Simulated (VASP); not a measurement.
# W2AuN3 (Amm2) in VASP: single point with PBE

Aim: the single point of W2AuN3 with PBE.

Program: VASP 6.6.1. These are calculated values, not measurements. Logs are shortened: lines on timing, memory, paths and dates and some standing lists are left out, and cuts for length are marked.

## 1. The cell of the first run

It takes space group Amm2 (No. 38, orthorhombic). Conventional cell: a = 3.852 Å, b = 8.380 Å, c = 6.952 Å, α = 90.00°, β = 90.00°, γ = 90.00°. Within 2.4 Å of W (site symmetry mm2) lie 3 N at 1.82 to 2.13 Å. Within 2.6 Å of W (site symmetry mm2) lie 2 N at 1.93 Å. Au (site symmetry mm2) has 3 N at 2.09 to 2.18 Å and 1 W at 2.73 Å within 2.8 Å. N (site symmetry m) has 1 W at 1.82 Å and 1 Au at 2.18 Å within 2.4 Å. Within 2.6 Å of N (site symmetry mm2) lie 3 W at 1.93 to 2.13 Å and 1 Au at 2.09 Å.

The cell was built from a structure type or drawn by symmetry, and may not be a known phase.

## 2. Single point, PBE

INCAR reads:

```
PREC = Accurate ; ENCUT = 600
EDIFF = 1E-6 ; ISMEAR = 0
SIGMA = 0.15 ; LREAL = F
LASPH = T ; NELM = 120
ALGO = Normal ; ISIF = 2
LWAVE = F ; LCHARG = F
GGA = PE ; NBANDS = 36
GGA_COMPAT = F
```

KPOINTS reads:

```
Automatic mesh
0
Gamma
  3 3 3
```

POSCAR reads:

```
W2AuN3
1.0
    3.8522218284      0.0000000000      0.0000000000
    0.0000000000      4.1898484220      3.4758003106
    0.0000000000     -4.1898484220      3.4758003106
W Au N
2 1 3
Direct
    0.5000000000      0.2804019842      0.2804019842
    0.0000000000      0.5725018284      0.5725018284
    0.5000000000      0.8874989312      0.8874989312
    0.5000000000      0.2939360855      0.9484167715
    0.5000000000      0.9484167715      0.2939360855
    0.5000000000      0.5868553093      0.5868553093
```

Potentials or basis: VASP PAW PBE potentials, release 64 (W_sv, Au, N).

Run with:

```console
$ cat potpaw_PBE.64/W_sv/POTCAR potpaw_PBE.64/Au/POTCAR potpaw_PBE.64/N/POTCAR > POTCAR
$ mpirun -np 1 vasp_std > vasp.out
```

OUTCAR:

```text
PREC = Accurate
   ENCUT = 600
   EDIFF = 1E-6
   ISMEAR = 0
   LREAL = F
   LASPH = T
   NELM = 120
   ISIF = 2
   GGA = PE

 ion  position               nearest neighbor table
   1  0.500  0.280  0.280-   4 1.82   5 1.82   6 2.13   3 2.73   2 2.80   2 2.80
   2  0.000  0.573  0.573-   6 1.93   6 1.93   1 2.80   1 2.80   3 2.92   3 2.92
   3  0.500  0.887  0.887-   6 2.09   5 2.18   4 2.18   1 2.73   2 2.92   2 2.92
   4  0.500  0.294  0.948-   1 1.82   3 2.18
   5  0.500  0.948  0.294-   1 1.82   3 2.18
   6  0.500  0.587  0.587-   2 1.93   2 1.93   3 2.09   1 2.13

  LATTYP: Found a base centered orthorhombic cell.
 ALAT       =     6.9516006212
 B/A-ratio  =     1.2054341583
 C/A-ratio  =     0.5541488987

  Lattice vectors:

 A1 = (   0.0000000000,   4.1898484220,   3.4758003106)
 A2 = (   0.0000000000,  -4.1898484220,   3.4758003106)
 A3 = (   3.8522218284,   0.0000000000,   0.0000000000)

Analysis of symmetry for initial positions (statically):
=====================================================================
 Subroutine PRICEL returns:
 Original cell was already a primitive cell.

 Routine SETGRP: Setting up the symmetry group for a
 base centered orthorhombic supercell.

 Subroutine GETGRP returns: Found  4 space group operations
 (whereof  4 operations were pure point group operations)
 out of a pool of  8 trial point group operations.

The static configuration has the point symmetry C_2v.

Analysis of symmetry for dynamics (positions and initial velocities):
=====================================================================
 Subroutine PRICEL returns:
 Original cell was already a primitive cell.

 Routine SETGRP: Setting up the symmetry group for a
 base centered orthorhombic supercell.

 Subroutine GETGRP returns: Found  4 space group operations
 (whereof  4 operations were pure point group operations)
 out of a pool of  8 trial point group operations.

The dynamic configuration has the point symmetry C_2v.

 Subroutine INISYM returns: Found  4 space group operations
 (whereof  4 operations are pure point group operations),
 and found     1 'primitive' translations

----------------------------------------------------------------------------------------

                                     Primitive cell

  volume of cell :     112.2004

  direct lattice vectors                    reciprocal lattice vectors
     3.852221828  0.000000000  0.000000000     0.259590451  0.000000000  0.000000000
     0.000000000  4.189848422  3.475800311     0.000000000  0.119336059  0.143851762
     0.000000000 -4.189848422  3.475800311     0.000000000 -0.119336059  0.143851762

  length of vectors
     3.852221828  5.443897280  5.443897280     0.259590451  0.186907529  0.186907529

  position of ions in fractional coordinates (direct lattice)
     0.500000000  0.280401984  0.280401984
     0.000000000  0.572501828  0.572501828
     0.500000000  0.887498931  0.887498931
     0.500000000  0.293936086  0.948416771
     0.500000000  0.948416771  0.293936086
     0.500000000  0.586855309  0.586855309

  ion indices of the primitive-cell ions
   primitive index   ion index
                 1           1
                 2           2
                 3           3
                 4           4
                 5           5
                 6           6

----------------------------------------------------------------------------------------

 KPOINTS: Automatic mesh

Automatic generation of k-mesh.
 Grid dimensions read from file:
 generate k-points for:    3    3    3

 Generating k-lattice:

  Cartesian coordinates                     Fractional coordinates (reciprocal lattice)
     0.086530150  0.000000000  0.000000000     0.333333333  0.000000000  0.000000000
     0.000000000  0.039778686  0.047950587     0.000000000  0.333333333  0.000000000
     0.000000000 -0.039778686  0.047950587     0.000000000  0.000000000  0.333333333

  Length of vectors
     0.086530150  0.062302510  0.062302510

  Shift w.r.t. Gamma in fractional coordinates (k-lattice)
     0.000000000  0.000000000  0.000000000

 Subroutine IBZKPT returns following result:
 ===========================================

 Found      8 irreducible k-points:

 Following reciprocal coordinates:
            Coordinates               Weight
  0.000000  0.000000  0.000000      1.000000
  0.333333  0.000000  0.000000      2.000000
  0.000000  0.333333  0.000000      4.000000
  0.333333  0.333333  0.000000      8.000000
  0.000000  0.333333  0.333333      2.000000
  0.333333  0.333333  0.333333      4.000000
  0.000000 -0.333333  0.333333      2.000000
  0.333333 -0.333333  0.333333      4.000000
   k-points           NKPTS =      8   k-points in BZ     NKDIM =      8   number of bands    NBANDS=     36
   number of dos      NEDOS =    301   number of ions     NIONS =      6
   total plane-waves  NPLWV =  73728
   dimension x,y,z NGX =    32 NGY =   48 NGZ =   48
   dimension x,y,z NGXF=    64 NGYF=   96 NGZF=   96
   ions per type =               2   1   3
   NGX,Y,Z   is equivalent  to a cutoff of  13.81, 14.66, 14.66 a.u.
   NGXF,Y,Z  is equivalent  to a cutoff of  27.62, 29.32, 29.32 a.u.
 SYSTEM =  unknown system
   PREC   = accura    normal or accurate (medium, high low for compatibility)
   ISTART =      0    job   : 0-new  1-cont  2-samecut
   ICHARG =      2    charge: 1-file 2-atom 10-const
   ISPIN  =      1    spin polarized calculation?
   LNONCOLLINEAR =      F non collinear calculations
   LSORBIT =      F    spin-orbit coupling
   LASPH  =      T    aspherical Exc in radial PAW
   ENCUT  =  600.0 eV  44.10 Ry    6.64 a.u.   7.69 10.87 10.87*2*pi/ulx,y,z
   NELM   =    120;   NELMIN=  2; NELMDL= -5     # of ELM steps
   EDIFF  = 0.1E-05   stopping-criterion for ELM
   LREAL  =      F    real-space projection
   EDIFFG = 0.1E-04   stopping-criterion for IOM
   NSW    =      0    number of steps for IOM
   IBRION =     -1    ionic relax: 0-MD 1-quasi-New 2-CG
   NFREE  =      0    steps in history (QN), initial steepest desc. (CG)
   ISIF   =      2    stress and relaxation
   ISYM   =      2    0-nonsym 1-usesym 2-fastsym
   POTIM  = 0.5000    time-step for ionic-motion
   TEBEG  =    0.0;   TEEND  =   0.0 temperature during run
   PSTRESS=    0.0 pullay stress
   NELECT =      54.0000    total number of electrons
   NUPDOWN=      -1.0000    fix difference up-down
   EMIN   =  10.00;   EMAX   =-10.00  energy-range for DOS
   EFERMI =   0.00;   METHOD = LEGACY
   ISMEAR =     0;   SIGMA  =   0.15  broadening in eV -4-tet -1-fermi 0-gaus
   EFERMI_NEDOS =   21; number of points for ismear=-14 and -15
   IALGO  =     38    algorithm
   IMIX   =      4    mixing-type and parameters
     AMIX     =   0.40;   BMIX     =  1.00
     AMIX_MAG =   1.60;   BMIX_MAG =  1.00
  volume/ion in A,a.u.               =      18.70       126.19
  Fermi-wavevector in a.u.,A,eV,Ry     =   1.282945  2.424414 22.394471  1.645947
  Thomas-Fermi vector in A             =   2.415227
   LORBIT       =      0    0 simple, 1 ext, 2 COOP (PROOUT), +10 PAW based schemes
   GGA     = PE    functional components
   LHFCALC =     F    Hartree Fock is set to
   AEXX    =    0.0000 exact exchange contribution
   IVDW    =     0    specifies the selected vdW correction
   LEPSILON=     F    determine dielectric tensor
   LRPA    =     F    only Hartree local field effects (RPA)
 non-spin polarized calculation
 Gauss-broadening in eV      SIGMA  =   0.15
  energy-cutoff  :      600.00
  volume of cell :      112.20
 maximum number of plane-waves:      3768
 NGX is ok and might be reduce to    32
   NGX = 15   NGY = 21   NGZ = 21

 number of electron      53.9999999 magnetization

 Free energy of the ion-electron system (eV)
  ---------------------------------------------------
  ext. energy  EPLUGINS =         0.00000000
  ---------------------------------------------------
  free energy    TOTEN  =       -46.39725423 eV

  energy without entropy =      -46.30562557  energy(sigma->0) =      -46.35143990

 E-fermi :   3.9428     XC(G=0):  -9.9303

 val. band max:        3.9310997028   @ k =   0.0000   0.3333   0.0000
 cond. band min:       3.9910556705   @ k =   0.3333  -0.3333   0.3333
 fundamental gap:      0.0599559677
 Fermi energy:         3.9428052608

 k-point     1 :       0.0000    0.0000    0.0000
  band No.  band energies     occupation
      1     -70.4660      2.00000
      2     -70.2638      2.00000
      3     -34.8902      2.00000
      4     -34.8854      2.00000
      5     -34.7774      2.00000
      6     -34.6329      2.00000
[... 28 lines left out ...]
     35       8.4380      0.00000
     36       8.7240      0.00000

 k-point     2 :       0.3333    0.0000    0.0000
  band No.  band energies     occupation
      1     -70.4636      2.00000
      2     -70.2655      2.00000
      3     -35.0557      2.00000
      4     -34.7677      2.00000
      5     -34.7331      2.00000
      6     -34.6386      2.00000
[... 28 lines left out ...]
     35       8.7006      0.00000
     36       8.8795      0.00000

 k-point     3 :       0.0000    0.3333    0.0000
  band No.  band energies     occupation
      1     -70.4660      2.00000
      2     -70.2638      2.00000
      3     -34.8890      2.00000
      4     -34.8855      2.00000
      5     -34.7778      2.00000
      6     -34.6326      2.00000
[... 28 lines left out ...]
     35       8.6340      0.00000
     36       9.0010      0.00000

 k-point     4 :       0.3333    0.3333    0.0000
  band No.  band energies     occupation
      1     -70.4636      2.00000
      2     -70.2655      2.00000
      3     -35.0577      2.00000
      4     -34.7678      2.00000
      5     -34.7318      2.00000
      6     -34.6386      2.00000
[... 28 lines left out ...]
     35       8.5355      0.00000
     36       9.1754      0.00000

 k-point     5 :       0.0000    0.3333    0.3333
  band No.  band energies     occupation
      1     -70.4660      2.00000
      2     -70.2638      2.00000
      3     -34.8891      2.00000
      4     -34.8854      2.00000
      5     -34.7782      2.00000
      6     -34.6324      2.00000
[... 28 lines left out ...]
     35       8.2410      0.00000
     36       9.1274      0.00000

 k-point     6 :       0.3333    0.3333    0.3333
  band No.  band energies     occupation
      1     -70.4636      2.00000
      2     -70.2655      2.00000
      3     -35.0579      2.00000
      4     -34.7680      2.00000
      5     -34.7317      2.00000
      6     -34.6386      2.00000
[... 28 lines left out ...]
     35       8.6764      0.00000
     36       8.9965      0.00000

 k-point     7 :       0.0000   -0.3333    0.3333
  band No.  band energies     occupation
      1     -70.4660      2.00000
      2     -70.2637      2.00000
      3     -34.8903      2.00000
      4     -34.8853      2.00000
      5     -34.7782      2.00000
      6     -34.6324      2.00000
[... 28 lines left out ...]
     35       8.7700      0.00000
     36       8.9477      0.00000

 k-point     8 :       0.3333   -0.3333    0.3333
  band No.  band energies     occupation
      1     -70.4636      2.00000
      2     -70.2655      2.00000
      3     -35.0561      2.00000
      4     -34.7679      2.00000
      5     -34.7330      2.00000
      6     -34.6387      2.00000
[... 28 lines left out ...]
     35       8.8802      0.00000
     36       8.9337      0.00000

------------------------ aborting loop because EDIFF is reached ----------------------------------------

  FORCE on cell =-STRESS in cart. coord.  units (eV):
  Direction    XX          YY          ZZ          XY          YZ          ZX
  --------------------------------------------------------------------------------------
  -------------------------------------------------------------------------------------
  Total        0.2429261      0.2278618      0.4072231      0.0000000      0.0000000      0.0000000
  in kB        3.4688883      3.2537759      5.8149843      0.0000000      0.0000000      0.0000000
  external PRESSURE =       4.1792162 kB  Pullay stress =       0.0000000 kB

 VOLUME and BASIS-vectors are now :
 -----------------------------------------------------------------------------
  energy-cutoff  :      600.00
  volume of cell :      112.20
      direct lattice vectors                 reciprocal lattice vectors
     3.852221828  0.000000000  0.000000000     0.259590451  0.000000000  0.000000000
     0.000000000  4.189848422  3.475800311     0.000000000  0.119336059  0.143851762
     0.000000000 -4.189848422  3.475800311     0.000000000 -0.119336059  0.143851762

 POSITION                                       TOTAL-FORCE (eV/Angst)
 -----------------------------------------------------------------------------------
      1.92611      0.00000      1.94924         0.000000      0.000000      0.131797
      0.00000      0.00000      3.97980         0.000000      0.000000      0.024583
      1.92611      0.00000      6.16954         0.000000      0.000000     -0.028242
      1.92611     -2.74217      4.31817         0.000000      0.115674     -0.093985
      1.92611      2.74217      4.31817         0.000000     -0.115674     -0.093985
      1.92611      0.00000      4.07958         0.000000      0.000000      0.059832
 -----------------------------------------------------------------------------------
    total drift:                                0.000000      0.000000      0.000246

  FREE ENERGIE OF THE ION-ELECTRON SYSTEM (eV)
  ---------------------------------------------------
  free  energy   TOTEN  =       -46.3972542302 eV

  energy  without entropy=      -46.3056255689  energy(sigma->0) =      -46.35143990
```

Wall time 1.7 min (1 thread of Intel Xeon 8259CL, shared host); peak memory 0.27 GiB.

What came out:

| Quantity | Value |
| --- | --- |
| Free energy | -46.3973 eV |
| Pressure | 0.4 GPa |
| Largest force | 0.149 eV/Å |
| Band gap on the k mesh | zero (bands 27 and 28 overlap by 0.31 eV) |

Forces on the atoms (eV/Å):
```
W    0.000  0.000  0.132
W    0.000  0.000  0.025
Au   0.000  0.000 -0.028
N    0.000  0.116 -0.094
N    0.000 -0.116 -0.094
N    0.000  0.000  0.060
```

Stress tensor (GPa, compression positive):
```
0.35 0.00 0.00
0.00 0.33 0.00
0.00 0.00 0.58
```

Caveat: the k points lie up to 0.54 Å⁻¹ apart; spin-orbit coupling is left out, which moves the levels of the heavy elements.
